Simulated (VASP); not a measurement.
# Re (P6_3/mmc) in VASP: notebook, part 2 of 2

VASP 6.6.1. Earlier steps stand in the parts before.

## Step 3: Single point, LDA

This run uses another cell than the first one, of 13.93 Å³/atom, 1.029 times its volume.

INCAR

```
SYSTEM = Re
ALGO     = Normal         ! electronic algorithm
EDIFF    = 1E-7           ! SCF threshold, eV
ENCUT    = 520            ! plane-wave cutoff, eV
GGA      = CA             ! functional
ISIF     = 2              ! what is computed and relaxed
ISMEAR   = -1             ! smearing method
LASPH    = .TRUE.         ! aspherical terms in the spheres
LCHARG   = .TRUE.         ! write CHGCAR
LELF     = .TRUE.         ! ELF
LREAL    = .FALSE.        ! projectors in reciprocal space
LVHAR    = .TRUE.       
LWAVE    = .FALSE.        ! write WAVECAR
NBANDS   = 14             ! bands
NELM     = 80             ! most SCF steps
PREC     = Accurate       ! precision mode
SIGMA    = 0.15           ! smearing width, eV
```

KPOINTS

```
k-points
0
G
  10 10 5
  0 0 0
```

POSCAR

```
Re
1.0
    2.7108197519      0.0000000000      0.0000000000
   -1.3554098760      2.3476388343      0.0000000000
    0.0000000000      0.0000000000      4.3774908063
Re
2
Direct
    0.3333333333      0.6666666667      0.2500000000
    0.6666666667      0.3333333333      0.7500000000
```

Potentials or basis: VASP PAW LDA potentials, release 64 (Re).

Started as:

```bash
$ cat potpaw_LDA.64/Re/POTCAR > POTCAR
$ mpirun -np 1 vasp_std > vasp.out
```

OUTCAR:

```text
SYSTEM = Re
   EDIFF = 1E-7
   ENCUT = 520
   GGA = CA
   ISIF = 2
   ISMEAR = -1
   LASPH = .TRUE.
   LREAL = .FALSE.
   NELM = 80
   PREC = Accurate

 ion  position               nearest neighbor table
   1  0.333  0.667  0.250-   2 2.69   2 2.69   2 2.69   2 2.69   2 2.69   2 2.69
   2  0.667  0.333  0.750-   1 2.69   1 2.69   1 2.69   1 2.69   1 2.69   1 2.69

  LATTYP: Found a hexagonal cell.
 ALAT       =     2.7108197519
 C/A-ratio  =     1.6148217908

  Lattice vectors:

 A1 = (   2.7108197519,   0.0000000000,   0.0000000000)
 A2 = (  -1.3554098760,   2.3476388343,   0.0000000000)
 A3 = (   0.0000000000,   0.0000000000,   4.3774908063)

Analysis of symmetry for initial positions (statically):
=====================================================================
 Subroutine PRICEL returns:
 Original cell was already a primitive cell.

 Routine SETGRP: Setting up the symmetry group for a
 hexagonal supercell.

 Subroutine GETGRP returns: Found 24 space group operations
 (whereof 12 operations were pure point group operations)
 out of a pool of 24 trial point group operations.

The static configuration has the point symmetry D_3d.
 The point group associated with its full space group is D_6h.

Analysis of symmetry for dynamics (positions and initial velocities):
=====================================================================
 Subroutine PRICEL returns:
 Original cell was already a primitive cell.

 Routine SETGRP: Setting up the symmetry group for a
 hexagonal supercell.

 Subroutine GETGRP returns: Found 24 space group operations
 (whereof 12 operations were pure point group operations)
 out of a pool of 24 trial point group operations.

The dynamic configuration has the point symmetry D_3d.
 The point group associated with its full space group is D_6h.

 Subroutine INISYM returns: Found 24 space group operations
 (whereof 12 operations are pure point group operations),
 and found     1 'primitive' translations

----------------------------------------------------------------------------------------

                                     Primitive cell

  volume of cell :      27.8585

  direct lattice vectors                    reciprocal lattice vectors
     2.710819752  0.000000000  0.000000000     0.368892103  0.212979949  0.000000000
    -1.355409876  2.347638834  0.000000000     0.000000000  0.425959899  0.000000000
     0.000000000  0.000000000  4.377490806     0.000000000  0.000000000  0.228441371

  length of vectors
     2.710819752  2.710819807  4.377490806     0.425959907  0.425959899  0.228441371

  position of ions in fractional coordinates (direct lattice)
     0.333333333  0.666666667  0.250000000
     0.666666667  0.333333333  0.750000000

  ion indices of the primitive-cell ions
   primitive index   ion index
                 1           1
                 2           2

----------------------------------------------------------------------------------------

 KPOINTS: k-points

Automatic generation of k-mesh.
 Grid dimensions read from file:
 generate k-points for:   10   10    5

 Generating k-lattice:

  Cartesian coordinates                     Fractional coordinates (reciprocal lattice)
     0.036889210  0.021297995  0.000000000     0.100000000  0.000000000  0.000000000
     0.000000000  0.042595990  0.000000000     0.000000000  0.100000000  0.000000000
     0.000000000  0.000000000  0.045688274     0.000000000  0.000000000  0.200000000

  Length of vectors
     0.042595991  0.042595990  0.045688274

  Shift w.r.t. Gamma in fractional coordinates (k-lattice)
     0.000000000  0.000000000  0.000000000

 Subroutine IBZKPT returns following result:
 ===========================================

 Found     42 irreducible k-points:

 Following reciprocal coordinates:
            Coordinates               Weight
  0.000000  0.000000  0.000000      1.000000
  0.100000 -0.000000  0.000000      6.000000
  0.200000 -0.000000  0.000000      6.000000
  0.300000  0.000000  0.000000      6.000000
  0.400000  0.000000  0.000000      6.000000
  0.500000  0.000000  0.000000      3.000000
[... 16 lines left out ...]
  0.300000  0.100000  0.200000     24.000000
  0.400000  0.100000  0.200000     24.000000
 [... further k-points ...]
   k-points           NKPTS =     42   k-points in BZ     NKDIM =     42   number of bands    NBANDS=     14
   number of dos      NEDOS =    301   number of ions     NIONS =      2
   total plane-waves  NPLWV =  14400
   dimension x,y,z NGX =    20 NGY =   20 NGZ =   36
   dimension x,y,z NGXF=    40 NGYF=   40 NGZF=   72
   ions per type =               2
   NGX,Y,Z   is equivalent  to a cutoff of  12.27, 12.27, 13.67 a.u.
   NGXF,Y,Z  is equivalent  to a cutoff of  24.53, 24.53, 27.34 a.u.
 SYSTEM =  Re
   PREC   = accura    normal or accurate (medium, high low for compatibility)
   ISTART =      0    job   : 0-new  1-cont  2-samecut
   ICHARG =      2    charge: 1-file 2-atom 10-const
   ISPIN  =      1    spin polarized calculation?
   LNONCOLLINEAR =      F non collinear calculations
   LSORBIT =      F    spin-orbit coupling
   LASPH  =      T    aspherical Exc in radial PAW
   ENCUT  =  520.0 eV  38.22 Ry    6.18 a.u.   5.04  5.04  8.14*2*pi/ulx,y,z
   NELM   =     80;   NELMIN=  2; NELMDL= -5     # of ELM steps
   EDIFF  = 0.1E-06   stopping-criterion for ELM
   LREAL  =      F    real-space projection
   EDIFFG = 0.1E-05   stopping-criterion for IOM
   NSW    =      0    number of steps for IOM
   IBRION =     -1    ionic relax: 0-MD 1-quasi-New 2-CG
   NFREE  =      0    steps in history (QN), initial steepest desc. (CG)
   ISIF   =      2    stress and relaxation
   ISYM   =      2    0-nonsym 1-usesym 2-fastsym
   POTIM  = 0.5000    time-step for ionic-motion
   TEBEG  =    0.0;   TEEND  =   0.0 temperature during run
   PSTRESS=    0.0 pullay stress
   NELECT =      14.0000    total number of electrons
   NUPDOWN=      -1.0000    fix difference up-down
   EMIN   =  10.00;   EMAX   =-10.00  energy-range for DOS
   EFERMI =   0.00;   METHOD = LEGACY
   ISMEAR =    -1;   SIGMA  =   0.15  broadening in eV -4-tet -1-fermi 0-gaus
   EFERMI_NEDOS =   21; number of points for ismear=-14 and -15
   IALGO  =     38    algorithm
   IMIX   =      4    mixing-type and parameters
     AMIX     =   0.40;   BMIX     =  1.00
     AMIX_MAG =   1.60;   BMIX_MAG =  1.00
  volume/ion in A,a.u.               =      13.93        94.00
  Fermi-wavevector in a.u.,A,eV,Ry     =   1.301563  2.459597 23.049163  1.694066
  Thomas-Fermi vector in A             =   2.432688
   LORBIT       =      0    0 simple, 1 ext, 2 COOP (PROOUT), +10 PAW based schemes
   GGA     = CA    functional components
   LHFCALC =     F    Hartree Fock is set to
   AEXX    =    0.0000 exact exchange contribution
   IVDW    =     0    specifies the selected vdW correction
   LEPSILON=     F    determine dielectric tensor
   LRPA    =     F    only Hartree local field effects (RPA)
 non-spin polarized calculation
  energy-cutoff  :      520.00
  volume of cell :       27.86
 maximum number of plane-waves:       767
   NGX = 11   NGY = 11   NGZ = 17

 number of electron      13.9999999 magnetization

 Free energy of the ion-electron system (eV)
  ---------------------------------------------------
  ext. energy  EPLUGINS =         0.00000000
  ---------------------------------------------------
  free energy    TOTEN  =       -27.54959226 eV

  energy without entropy =      -27.44095280  energy(sigma->0) =      -27.49527253

 E-fermi :   8.5908     XC(G=0): -14.1384

 val. band max:        8.4955125973   @ k =   0.4000   0.1000   0.2000
 cond. band min:       8.6105187471   @ k =   0.4000   0.1000   0.4000
 fundamental gap:      0.1150061498
 Fermi energy:         8.5907885757

 k-point     1 :       0.0000    0.0000    0.0000
  band No.  band energies     occupation
      1      -1.6127      2.00000
      2       1.5338      2.00000
      3       6.8001      1.99999
      4       6.8001      1.99999
      5       6.8080      1.99999
      6       7.7143      1.99422
      7       7.7143      1.99422
      8       8.7200      0.59422
      9       8.7200      0.59422
     10       9.4349      0.00717
     11      12.1642      0.00000
     12      12.1642      0.00000
     13      19.3360      0.00000
     14      22.8304      0.00000
[... 375 lines left out ...]
 k-point    24 :       0.4000    0.1000    0.2000
  band No.  band energies     occupation
      1       1.9859      2.00000
      2       2.7191      2.00000
      3       4.1534      2.00000
      4       4.8095      2.00000
      5       6.3706      2.00000
      6       8.0781      1.93650
      7       8.4955      1.30732
      8      11.6277      0.00000
      9      12.2721      0.00000
     10      13.0295      0.00000
     11      14.5066      0.00000
     12      16.7451      0.00000
     13      19.2204      0.00000
     14      21.2693      0.00000

 [... further k-points ...]
[... 5 lines left out ...]
  --------------------------------------------------------------------------------------
  -------------------------------------------------------------------------------------
  Total        2.6523955      2.6523956      2.2641623     -0.0000000      0.0000000      0.0000000
  in kB      152.5427933    152.5428016    130.2149835     -0.0000000      0.0000000      0.0000000
  external PRESSURE =     145.1001928 kB  Pullay stress =       0.0000000 kB

 VOLUME and BASIS-vectors are now :
 -----------------------------------------------------------------------------
  energy-cutoff  :      520.00
  volume of cell :       27.86
      direct lattice vectors                 reciprocal lattice vectors
     2.710819752  0.000000000  0.000000000     0.368892103  0.212979949  0.000000000
    -1.355409876  2.347638834  0.000000000     0.000000000  0.425959899  0.000000000
     0.000000000  0.000000000  4.377490806     0.000000000  0.000000000  0.228441371

 POSITION                                       TOTAL-FORCE (eV/Angst)
 -----------------------------------------------------------------------------------
     -0.00000      1.56509      1.09437         0.000000      0.000000      0.000000
      1.35541      0.78255      3.28312        -0.000000      0.000000      0.000000
 -----------------------------------------------------------------------------------
    total drift:                               -0.000000      0.000000     -0.000000

  FREE ENERGIE OF THE ION-ELECTRON SYSTEM (eV)
  ---------------------------------------------------
  free  energy   TOTEN  =       -27.5495922583 eV

  energy  without entropy=      -27.4409527972  energy(sigma->0) =      -27.49527253
```

Wall time 28 s (1 thread of Intel Xeon 8259CL, shared host); peak memory 0.14 GiB.

What came out:

| Quantity | Value |
| --- | --- |
| Free energy | -27.5496 eV |
| Pressure | 14.5 GPa |
| Band gap on the k mesh | zero (band 7 reaches 9.95 eV, above the bottom of band 8 at 6.87 eV) |

Caveat: spin-orbit coupling is left out, which moves the levels of the heavy elements.

## Step 4: Single point, LDA

This run uses another cell than the first one, of 14.32 Å³/atom, 1.058 times its volume.

INCAR

```
SYSTEM = Re
PREC     = Accurate       ! precision mode
ENCUT    = 520            ! plane-wave cutoff, eV
EDIFF    = 1E-6           ! SCF threshold, eV
ISMEAR   = -1             ! smearing method
SIGMA    = 0.15           ! smearing width, eV
LREAL    = .FALSE.        ! projectors in reciprocal space
LASPH    = .TRUE.         ! aspherical terms in the spheres
NELM     = 60             ! most SCF steps
ALGO     = Normal         ! electronic algorithm
ISIF     = 2              ! what is computed and relaxed
LWAVE    = .FALSE.        ! write WAVECAR
LCHARG   = .FALSE.        ! write CHGCAR
GGA      = CA             ! functional
NBANDS   = 14             ! bands
```

KPOINTS

```
Automatic mesh
0
G
  10 10 5
  0 0 0
```

POSCAR

```
Re
1.0
    2.7360381280      0.0000000000      0.0000000000
   -1.3680190640      2.3694785892      0.0000000000
    0.0000000000      0.0000000000      4.4182139895
Re
2
Direct
    0.3333333333      0.6666666667      0.2500000000
    0.6666666667      0.3333333333      0.7500000000
```

Started as:

```bash
$ cat potpaw_LDA.64/Re/POTCAR > POTCAR
$ mpirun -np 1 vasp_std > vasp.out
```

It took 23 s on 1 thread of Intel Xeon 8259CL, shared host; peak memory 0.13 GiB.

The run converged. Its results:

```yaml
Free_energy: -27.5901 eV
Pressure: 2.1 GPa
Band_gap_on_the_k_mesh: zero (band 7 reaches 9.54 eV, above the bottom of band 8 at 6.58 eV)
```

Stress tensor (GPa, compression positive):
```
2.84 0.00 0.00
0.00 2.84 0.00
0.00 0.00 0.63
```

Levels at points of the mesh, in eV from the Fermi level:
```
           k point  band 4  band 5  band 6  band 7  band 8  band 9  band 10  band 11
(0.00, 0.00, 0.00)   -1.70   -1.70   -0.83   -0.83    0.14    0.14     0.78     3.45
(0.50, 0.00, 0.00)   -2.07   -1.69   -1.43   -0.64    4.09    4.52     4.65     6.30
```

Caveat: spin-orbit coupling is left out, which moves the levels of the heavy elements.

## Step 5: Summary

```tsv
cell	gap on the mesh (eV)	pressure (GPa)
a = 2.685, b = 2.685, c = 4.336 Å, angles 90.0, 90.0, 120.0°, 2 atoms	none	28.9
a = 2.711, b = 2.711, c = 4.377 Å, angles 90.0, 90.0, 120.0°, 2 atoms	none	14.5
a = 2.736, b = 2.736, c = 4.418 Å, angles 90.0, 90.0, 120.0°, 2 atoms	none	2.1
```

Alike in all rows: task single point; level LDA; potentials or basis VASP PAW LDA potentials, release 64 (Re); no spin polarisation; k mesh 10 × 10 × 5; cutoff (eV) 520; smearing fermi-dirac 0.15 eV.

Caveats: spin-orbit coupling is left out, which moves the levels of the heavy elements.

Total energies depend on the potentials used, so only differences within one code and one set of settings carry meaning.
